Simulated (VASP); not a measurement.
# Mo (P6_3/mmc) in VASP: a series of runs

Mo is run at these levels: PBE; tasks: single point.

All numbers are computed with VASP 6.6.1; they aren't measurements. Logs are shortened: lines on timing, memory, paths and dates and some standing lists are left out, and cuts for length are marked.

### 1 The cell of the first run

It takes space group P6_3/mmc (No. 194, hexagonal). Conventional cell: a = 2.774 Å, b = 2.774 Å, c = 9.652 Å, α = 90.00°, β = 90.00°, γ = 120.00°. Mo (site symmetry -3m) has 12 Mo at 2.77 to 2.90 Å within 3.7 Å. Within 3.7 Å of Mo (site symmetry -6m2) lie 12 Mo at 2.77 to 2.90 Å.

This isn't the form of Mo at room conditions, which is bcc.

### 2 Single point, PBE

The input, INCAR:

```
SYSTEM = Mo
PREC = Accurate ; ENCUT = 520
EDIFF = 1E-6 ; ISMEAR = -1
SIGMA = 0.1 ; LREAL = .FALSE.
LASPH = .TRUE. ; NELM = 100
ALGO = Normal ; ISIF = 2
LWAVE = .FALSE. ; LCHARG = .FALSE.
GGA = PE ; NBANDS = 36
```

The input, KPOINTS:

```
Automatic mesh
0
G
  13 13 4
  0 0 0
```

The input, POSCAR:

```
Mo
1.0
    2.7739503248      0.0000000000      0.0000000000
   -1.3869751624      2.4023114501      0.0000000000
    0.0000000000      0.0000000000      9.6516015185
Mo
4
Direct
    0.0000000000      1.0000000000      0.0000000000
    0.0000000000      0.0000000000      0.5000000000
    0.3333333333      0.6666666667      0.2500000000
    0.6666666667      0.3333333333      0.7500000000
```

Potentials or basis: VASP PAW PBE potentials, release 64 (Mo_sv).

Command:

```sh
$ cat potpaw_PBE.64/Mo_sv/POTCAR > POTCAR
$ mpirun -np 1 vasp_std > vasp.out
```

OUTCAR:

```text
SYSTEM = Mo
   PREC = Accurate
   ENCUT = 520
   EDIFF = 1E-6
   ISMEAR = -1
   LREAL = .FALSE.
   LASPH = .TRUE.
   NELM = 100
   ISIF = 2
   GGA = PE

 ion  position               nearest neighbor table
   1  0.000  0.000  0.000-   3 2.90   4 2.90   3 2.90   4 2.90   4 2.90   3 2.90
   2  0.000  0.000  0.500-   3 2.90   4 2.90   3 2.90   4 2.90   4 2.90   3 2.90
   3  0.333  0.667  0.250-   1 2.90   2 2.90   1 2.90   2 2.90   1 2.90   2 2.90
   4  0.667  0.333  0.750-   1 2.90   2 2.90   1 2.90   2 2.90   1 2.90   2 2.90

  LATTYP: Found a hexagonal cell.
 ALAT       =     2.7739503248
 C/A-ratio  =     3.4793707127

  Lattice vectors:

 A1 = (   2.7739503248,   0.0000000000,   0.0000000000)
 A2 = (  -1.3869751624,   2.4023114501,   0.0000000000)
 A3 = (   0.0000000000,   0.0000000000,   9.6516015185)

Analysis of symmetry for initial positions (statically):
=====================================================================
 Subroutine PRICEL returns:
 Original cell was already a primitive cell.

 Routine SETGRP: Setting up the symmetry group for a
 hexagonal supercell.

 Subroutine GETGRP returns: Found 24 space group operations
 (whereof 12 operations were pure point group operations)
 out of a pool of 24 trial point group operations.

The static configuration has the point symmetry D_3d.
 The point group associated with its full space group is D_6h.

Analysis of symmetry for dynamics (positions and initial velocities):
=====================================================================
 Subroutine PRICEL returns:
 Original cell was already a primitive cell.

 Routine SETGRP: Setting up the symmetry group for a
 hexagonal supercell.

 Subroutine GETGRP returns: Found 24 space group operations
 (whereof 12 operations were pure point group operations)
 out of a pool of 24 trial point group operations.

The dynamic configuration has the point symmetry D_3d.
 The point group associated with its full space group is D_6h.

 Subroutine INISYM returns: Found 24 space group operations
 (whereof 12 operations are pure point group operations),
 and found     1 'primitive' translations

----------------------------------------------------------------------------------------

                                     Primitive cell

  volume of cell :      64.3172

  direct lattice vectors                    reciprocal lattice vectors
     2.773950325  0.000000000  0.000000000     0.360496722  0.208132880  0.000000000
    -1.386975162  2.402311450  0.000000000     0.000000000  0.416265759  0.000000000
     0.000000000  0.000000000  9.651601518     0.000000000  0.000000000  0.103609748

  length of vectors
     2.773950325  2.773950325  9.651601518     0.416265759  0.416265759  0.103609748

  position of ions in fractional coordinates (direct lattice)
     0.000000000  0.000000000  0.000000000
     0.000000000  0.000000000  0.500000000
     0.333333333  0.666666667  0.250000000
     0.666666667  0.333333333  0.750000000

  ion indices of the primitive-cell ions
   primitive index   ion index
                 1           1
                 2           2
                 3           3
                 4           4

----------------------------------------------------------------------------------------

 KPOINTS: Automatic mesh

Automatic generation of k-mesh.
 Grid dimensions read from file:
 generate k-points for:   13   13    4

 Generating k-lattice:

  Cartesian coordinates                     Fractional coordinates (reciprocal lattice)
     0.027730517  0.016010222  0.000000000     0.076923077 -0.000000000  0.000000000
     0.000000000  0.032020443  0.000000000     0.000000000  0.076923077  0.000000000
     0.000000000  0.000000000  0.025902437     0.000000000  0.000000000  0.250000000

  Length of vectors
     0.032020443  0.032020443  0.025902437

  Shift w.r.t. Gamma in fractional coordinates (k-lattice)
     0.000000000  0.000000000  0.000000000

 Subroutine IBZKPT returns following result:
 ===========================================

 Found     63 irreducible k-points:

 Following reciprocal coordinates:
            Coordinates               Weight
  0.000000  0.000000  0.000000      1.000000
  0.076923  0.000000  0.000000      6.000000
  0.153846  0.000000  0.000000      6.000000
  0.230769 -0.000000  0.000000      6.000000
  0.307692  0.000000  0.000000      6.000000
  0.384615  0.000000  0.000000      6.000000
[... 16 lines left out ...]
  0.076923  0.000000  0.250000     12.000000
  0.153846  0.000000  0.250000     12.000000
 [... further k-points ...]
   k-points           NKPTS =     63   k-points in BZ     NKDIM =     63   number of bands    NBANDS=     36
   number of dos      NEDOS =    301   number of ions     NIONS =      4
   total plane-waves  NPLWV =  41472
   dimension x,y,z NGX =    24 NGY =   24 NGZ =   72
   dimension x,y,z NGXF=    48 NGYF=   48 NGZF=  144
   ions per type =               4
   NGX,Y,Z   is equivalent  to a cutoff of  14.38, 14.38, 12.40 a.u.
   NGXF,Y,Z  is equivalent  to a cutoff of  28.77, 28.77, 24.80 a.u.
 SYSTEM =  Mo
   PREC   = accura    normal or accurate (medium, high low for compatibility)
   ISTART =      0    job   : 0-new  1-cont  2-samecut
   ICHARG =      2    charge: 1-file 2-atom 10-const
   ISPIN  =      1    spin polarized calculation?
   LNONCOLLINEAR =      F non collinear calculations
   LSORBIT =      F    spin-orbit coupling
   LASPH  =      T    aspherical Exc in radial PAW
   ENCUT  =  520.0 eV  38.22 Ry    6.18 a.u.   5.16  5.16 17.95*2*pi/ulx,y,z
   NELM   =    100;   NELMIN=  2; NELMDL= -5     # of ELM steps
   EDIFF  = 0.1E-05   stopping-criterion for ELM
   LREAL  =      F    real-space projection
   EDIFFG = 0.1E-04   stopping-criterion for IOM
   NSW    =      0    number of steps for IOM
   IBRION =     -1    ionic relax: 0-MD 1-quasi-New 2-CG
   NFREE  =      0    steps in history (QN), initial steepest desc. (CG)
   ISIF   =      2    stress and relaxation
   ISYM   =      2    0-nonsym 1-usesym 2-fastsym
   POTIM  = 0.5000    time-step for ionic-motion
   TEBEG  =    0.0;   TEEND  =   0.0 temperature during run
   PSTRESS=    0.0 pullay stress
   NELECT =      56.0000    total number of electrons
   NUPDOWN=      -1.0000    fix difference up-down
   EMIN   =  10.00;   EMAX   =-10.00  energy-range for DOS
   EFERMI =   0.00;   METHOD = LEGACY
   ISMEAR =    -1;   SIGMA  =   0.10  broadening in eV -4-tet -1-fermi 0-gaus
   EFERMI_NEDOS =   21; number of points for ismear=-14 and -15
   IALGO  =     38    algorithm
   IMIX   =      4    mixing-type and parameters
     AMIX     =   0.40;   BMIX     =  1.00
     AMIX_MAG =   1.60;   BMIX_MAG =  1.00
  volume/ion in A,a.u.               =      16.08       108.51
  Fermi-wavevector in a.u.,A,eV,Ry     =   1.563250  2.954114 33.249236  2.443750
  Thomas-Fermi vector in A             =   2.666049
   LORBIT       =      0    0 simple, 1 ext, 2 COOP (PROOUT), +10 PAW based schemes
   GGA     = PE    functional components
   LHFCALC =     F    Hartree Fock is set to
   AEXX    =    0.0000 exact exchange contribution
   IVDW    =     0    specifies the selected vdW correction
   LEPSILON=     F    determine dielectric tensor
   LRPA    =     F    only Hartree local field effects (RPA)
 non-spin polarized calculation
  energy-cutoff  :      520.00
  volume of cell :       64.32
 maximum number of plane-waves:      1746
 NGX is ok and might be reduce to    24
   NGX = 11   NGY = 11   NGZ = 35

 number of electron      56.0000003 magnetization

 Free energy of the ion-electron system (eV)
  ---------------------------------------------------
  ext. energy  EPLUGINS =         0.00000000
  ---------------------------------------------------
  free energy    TOTEN  =       -42.13318997 eV

  energy without entropy =      -41.95388256  energy(sigma->0) =      -42.04353627

 E-fermi :  11.8211     XC(G=0): -13.2108

 val. band max:       11.8207877103   @ k =   0.2308   0.2308   0.5000
 cond. band min:      11.8275824518   @ k =   0.2308   0.0769   0.0000
 fundamental gap:      0.0067947415
 Fermi energy:        11.8211225757

 k-point     1 :       0.0000    0.0000    0.0000
  band No.  band energies     occupation
      1     -48.9950      2.00000
      2     -48.9197      2.00000
      3     -48.8994      2.00000
      4     -48.8225      2.00000
      5     -23.5783      2.00000
      6     -23.0446      2.00000
[... 28 lines left out ...]
     35      14.0823      0.00000
     36      14.0823      0.00000

 k-point     2 :       0.0769    0.0000    0.0000
  band No.  band energies     occupation
      1     -48.9823      2.00000
      2     -48.9091      2.00000
      3     -48.8888      2.00000
      4     -48.8141      2.00000
      5     -23.5543      2.00000
      6     -23.0415      2.00000
[... 28 lines left out ...]
     35      14.1299      0.00000
     36      14.2504      0.00000

 k-point     3 :       0.1538    0.0000    0.0000
  band No.  band energies     occupation
      1     -48.9467      2.00000
      2     -48.8796      2.00000
      3     -48.8593      2.00000
      4     -48.7911      2.00000
      5     -23.4856      2.00000
      6     -23.0436      2.00000
[... 28 lines left out ...]
     35      14.1459      0.00000
     36      14.3925      0.00000
[... 742 lines left out ...]
 k-point    23 :       0.0769    0.0000    0.2500
  band No.  band energies     occupation
      1     -48.9761      2.00000
      2     -48.9323      2.00000
      3     -48.8653      2.00000
      4     -48.8205      2.00000
      5     -23.5159      2.00000
      6     -23.2385      2.00000
[... 28 lines left out ...]
     35      13.9104      0.00000
     36      13.9307      0.00000

 k-point    24 :       0.1538    0.0000    0.2500
  band No.  band energies     occupation
      1     -48.9410      2.00000
      2     -48.9006      2.00000
      3     -48.8382      2.00000
      4     -48.7970      2.00000
      5     -23.4524      2.00000
      6     -23.2135      2.00000
[... 28 lines left out ...]
     35      13.8111      0.00000
     36      13.9079      0.00000

 [... further k-points ...]

------------------------ aborting loop because EDIFF is reached ----------------------------------------

  FORCE on cell =-STRESS in cart. coord.  units (eV):
  Direction    XX          YY          ZZ          XY          YZ          ZX
  --------------------------------------------------------------------------------------
  -------------------------------------------------------------------------------------
  Total        0.1958793      0.1958793      0.1569490      0.0000000      0.0000000      0.0000000
  in kB        4.8794608      4.8794608      3.9096842      0.0000000      0.0000000      0.0000000
  external PRESSURE =       4.5562020 kB  Pullay stress =       0.0000000 kB

 VOLUME and BASIS-vectors are now :
 -----------------------------------------------------------------------------
  energy-cutoff  :      520.00
  volume of cell :       64.32
      direct lattice vectors                 reciprocal lattice vectors
     2.773950325  0.000000000  0.000000000     0.360496722  0.208132880  0.000000000
    -1.386975162  2.402311450  0.000000000     0.000000000  0.416265759  0.000000000
     0.000000000  0.000000000  9.651601518     0.000000000  0.000000000  0.103609748

 POSITION                                       TOTAL-FORCE (eV/Angst)
 -----------------------------------------------------------------------------------
      0.00000      0.00000      0.00000         0.000000      0.000000     -0.000000
      0.00000      0.00000      4.82580         0.000000      0.000000     -0.000000
     -0.00000      1.60154      2.41290         0.000000     -0.000000      0.000000
      1.38698      0.80077      7.23870        -0.000000      0.000000      0.000000
 -----------------------------------------------------------------------------------
    total drift:                               -0.000000      0.000000      0.000000

  FREE ENERGIE OF THE ION-ELECTRON SYSTEM (eV)
  ---------------------------------------------------
  free  energy   TOTEN  =       -42.1331899736 eV

  energy  without entropy=      -41.9538825585  energy(sigma->0) =      -42.04353627
```

It took 2.1 min on 1 thread of Intel Xeon Platinum 8259CL at 2.50GHz (Skylake/Cascade Lake), shared host; peak memory 0.24 GiB.

Results:

* Free energy: -42.1332 eV
* Pressure: 0.5 GPa
* Band gap on the k mesh: zero (bands 28 and 29 overlap by 1.71 eV)

Stress tensor (GPa, compression positive):
```
0.49 0.00 0.00
0.00 0.49 0.00
0.00 0.00 0.39
```

### 3 Single point, PBE (14.15 Å³/atom)

This run uses another cell than the first one, of 14.15 Å³/atom.

The input, INCAR:

```
PREC = Accurate ; ENCUT = 520
EDIFF = 1E-6 ; ISMEAR = -1
SIGMA = 0.1 ; LREAL = F
LASPH = T ; NELM = 60
ALGO = Normal ; ISIF = 2
LWAVE = F ; LCHARG = F
GGA = PE ; NBANDS = 36
```

The input, KPOINTS:

```
Automatic mesh
0
Gamma
  15 15 4
```

The input, POSCAR:

```
Mo
1.0
    2.6582321338      0.0000000000      0.0000000000
   -1.3291160669      2.3020965570      0.0000000000
    0.0000000000      0.0000000000      9.2489750337
Mo
4
Direct
    0.0000000000      1.0000000000      0.0000000000
    0.0000000000      0.0000000000      0.5000000000
    0.3333333333      0.6666666667      0.2500000000
    0.6666666667      0.3333333333      0.7500000000
```

Potentials or basis: VASP PAW PBE potentials, release 64 (Mo_sv).

Command:

```sh
$ cat potpaw_PBE.64/Mo_sv/POTCAR > POTCAR
$ mpirun -np 1 vasp_std > vasp.out
```

It took 2.4 min on 1 thread of Intel Xeon Platinum 8259CL at 2.50GHz (Skylake/Cascade Lake), shared host; peak memory 0.24 GiB.

The run converged. Its results:

| Quantity | Value |
| --- | --- |
| Free energy | -41.2515 eV |
| Pressure | 40.2 GPa |
| Band gap on the k mesh | zero (bands 28 and 29 overlap by 1.95 eV) |

Stress tensor (GPa, compression positive):
```
42.47  0.00  0.00
 0.00 42.47  0.00
 0.00  0.00 35.76
```

Levels at points of the mesh, in eV from the Fermi level:
| k point | band 24 | band 25 | band 26 | band 27 | band 28 | band 29 | band 30 | band 31 | band 32 | band 33 |
| --- | --- | --- | --- | --- | --- | --- | --- | --- | --- | --- |
| (0.00, 0.00, 0.00) | -1.02 | -1.02 | -0.86 | -0.86 | -0.56 | -0.56 | -0.36 | -0.36 | 1.26 | 1.79 |
| (0.00, 0.00, 0.50) | -0.89 | -0.89 | -0.89 | -0.55 | -0.55 | -0.55 | -0.55 | -0.13 | -0.13 | 2.17 |

Caveat: the stress differs along the axes, from 36 to 42 GPa.

### 4 Single point, PBE (14.79 Å³/atom)

This run uses another cell than the first one, of 14.79 Å³/atom.

The input, INCAR:

```
SYSTEM = Mo
  ALGO = Normal
  EDIFF = 1E-6
  ENCUT = 520
  GGA = PE
  ISIF = 2
  ISMEAR = -1
  LASPH = .TRUE.
  LCHARG = .FALSE.
  LREAL = .FALSE.
  LWAVE = .FALSE.
  NBANDS = 36
  NELM = 60
  PREC = Accurate
  SIGMA = 0.1
```

The input, KPOINTS:

```
k-points
0
G
  15 15 4
  0 0 0
```

The input, POSCAR:

```
Mo
1.0
    2.6979130904      0.0000000000      0.0000000000
   -1.3489565452      2.3364612735      0.0000000000
    0.0000000000      0.0000000000      9.3870397920
Mo
4
Direct
    0.0000000000      1.0000000000      0.0000000000
    0.0000000000      0.0000000000      0.5000000000
    0.3333333333      0.6666666667      0.2500000000
    0.6666666667      0.3333333333      0.7500000000
```

Command:

```sh
$ cat potpaw_PBE.64/Mo_sv/POTCAR > POTCAR
$ mpirun -np 1 vasp_std > vasp.out
```

Wall time 2.4 min (1 thread of Intel Xeon Platinum 8259CL at 2.50GHz (Skylake/Cascade Lake), shared host); peak memory 0.25 GiB.

It converged, with:

- Free energy: -41.7657 eV
- Pressure: 24.2 GPa
- Band gap on the k mesh: zero (bands 28 and 29 overlap by 1.88 eV)

Stress tensor (GPa, compression positive):
```
25.54  0.00  0.00
 0.00 25.54  0.00
 0.00  0.00 21.48
```

Levels at points of the mesh, in eV from the Fermi level:
```tsv
k point	band 26	band 27	band 28	band 29	band 30	band 31
(0.00, 0.00, 0.00)	-0.78	-0.78	-0.49	-0.49	-0.30	-0.30
(0.00, 0.00, 0.50)	-0.80	-0.48	-0.48	-0.48	-0.48	-0.24
```

Caveat: the cell stands under pressure.

### 5 Single point, PBE (15.44 Å³/atom)

This run uses another cell than the first one, of 15.44 Å³/atom.

The input, INCAR:

```
SYSTEM = Mo
ALGO = Normal
EDIFF = 1E-7
ENCUT = 520
GGA = PE
ISIF = 2
ISMEAR = -1
LASPH = .True.
LCHARG = .False.
LREAL = .False.
LWAVE = .False.
NBANDS = 36
NELM = 60
PREC = Accurate
SIGMA = 0.1
```

The input, KPOINTS:

```
k-points
0
Gamma
  15 15 4
  0 0 0
```

The input, POSCAR:

```
Mo
1.0
    2.7364599139      0.0000000000      0.0000000000
   -1.3682299569      2.3698438019      0.0000000000
    0.0000000000      0.0000000000      9.5211584806
Mo
4
Direct
    0.0000000000      1.0000000000      0.0000000000
    0.0000000000      0.0000000000      0.5000000000
    0.3333333333      0.6666666667      0.2500000000
    0.6666666667      0.3333333333      0.7500000000
```

Command:

```sh
$ cat potpaw_PBE.64/Mo_sv/POTCAR > POTCAR
$ mpirun -np 1 vasp_std > vasp.out
```

It took 2.7 min on 1 thread of Intel Xeon Platinum 8259CL at 2.50GHz (Skylake/Cascade Lake), shared host; peak memory 0.25 GiB.

It converged, with:

| Item | Value |
| --- | --- |
| Free energy | -42.0468 eV |
| Pressure | 11.1 GPa |
| Band gap on the k mesh | zero (bands 28 and 29 overlap by 1.80 eV) |

Stress tensor (GPa, compression positive):
```
11.76  0.00  0.00
 0.00 11.76  0.00
 0.00  0.00  9.80
```

Levels at points of the mesh, in eV from the Fermi level:
| k point | band 25 | band 26 | band 27 | band 28 | band 29 | band 30 | band 31 | band 32 |
| --- | --- | --- | --- | --- | --- | --- | --- | --- |
| (0.00, 0.00, 0.00) | -0.84 | -0.71 | -0.71 | -0.44 | -0.44 | -0.26 | -0.26 | 0.94 |
| (0.00, 0.00, 0.50) | -0.72 | -0.72 | -0.43 | -0.43 | -0.43 | -0.43 | -0.32 | -0.32 |

Caveat: the cell stands under pressure.

### 6 Single point, PBE (16.08 Å³/atom)

The input, INCAR:

```
ALGO = Normal
EDIFF = 1E-7
ENCUT = 520
GGA = PE
ISIF = 2
ISMEAR = -1
LASPH = True
LCHARG = True
LELF = True
LREAL = False
LVHAR = True
LWAVE = False
NBANDS = 36
NELM = 100
PREC = Accurate
SIGMA = 0.1
```

The input, KPOINTS:

```
k-points
0
Gamma
  15 15 4
```

The input, POSCAR:

```
Mo
1.0
    2.7739503248      0.0000000000      0.0000000000
   -1.3869751624      2.4023114501      0.0000000000
    0.0000000000      0.0000000000      9.6516015185
Mo
4
Direct
    0.0000000000      1.0000000000      0.0000000000
    0.0000000000      0.0000000000      0.5000000000
    0.3333333333      0.6666666667      0.2500000000
    0.6666666667      0.3333333333      0.7500000000
```

Potentials or basis: VASP PAW PBE potentials, release 64 (Mo_sv).

Command:

```sh
$ cat potpaw_PBE.64/Mo_sv/POTCAR > POTCAR
$ mpirun -np 1 vasp_std > vasp.out
```

Run time: 2.5 min. Hardware: 1 thread of Intel Xeon Platinum 8259CL at 2.50GHz (Skylake/Cascade Lake), shared host; peak memory 0.27 GiB.

It converged, with:

```yaml
Free_energy: -42.1379 eV
Pressure: 0.4 GPa
Band_gap_on_the_k_mesh: zero (bands 28 and 29 overlap by 1.73 eV)
```

Stress tensor (GPa, compression positive):
```
0.54 0.00 0.00
0.00 0.54 0.00
0.00 0.00 0.25
```

Levels at points of the mesh, in eV from the Fermi level:
```csv
k point,band 26,band 27,band 28,band 29,band 30,band 31
"(0.00, 0.00, 0.00)",-0.65,-0.65,-0.39,-0.39,-0.23,-0.23
"(0.00, 0.00, 0.50)",-0.66,-0.39,-0.39,-0.38,-0.38,-0.38
```

### 7 Summary

```tsv
cell	k mesh	gap on the mesh (eV)	pressure (GPa)
a = 2.774, b = 2.774, c = 9.652 Å, angles 90.0, 90.0, 120.0°, 4 atoms	13 × 13 × 4	none	0.5
a = 2.658, b = 2.658, c = 9.249 Å, angles 90.0, 90.0, 120.0°, 4 atoms	15 × 15 × 4	none	40.2
a = 2.698, b = 2.698, c = 9.387 Å, angles 90.0, 90.0, 120.0°, 4 atoms	15 × 15 × 4	none	24.2
a = 2.736, b = 2.736, c = 9.521 Å, angles 90.0, 90.0, 120.0°, 4 atoms	15 × 15 × 4	none	11.1
a = 2.774, b = 2.774, c = 9.652 Å, angles 90.0, 90.0, 120.0°, 4 atoms	15 × 15 × 4	none	0.4
```

Alike in all rows: task single point; level PBE; potentials or basis VASP PAW PBE potentials, release 64 (Mo_sv); no spin polarisation; cutoff (eV) 520; smearing fermi-dirac 0.1 eV.

Caveats: the cell stands under pressure (at least some runs); the stress differs along the axes, from 36 to 42 GPa (at least some runs).

Total energies depend on the potentials used, so only differences within one code and one set of settings carry meaning.

The gap in the log of VASP goes by the Fermi energy; the results here count the filled bands.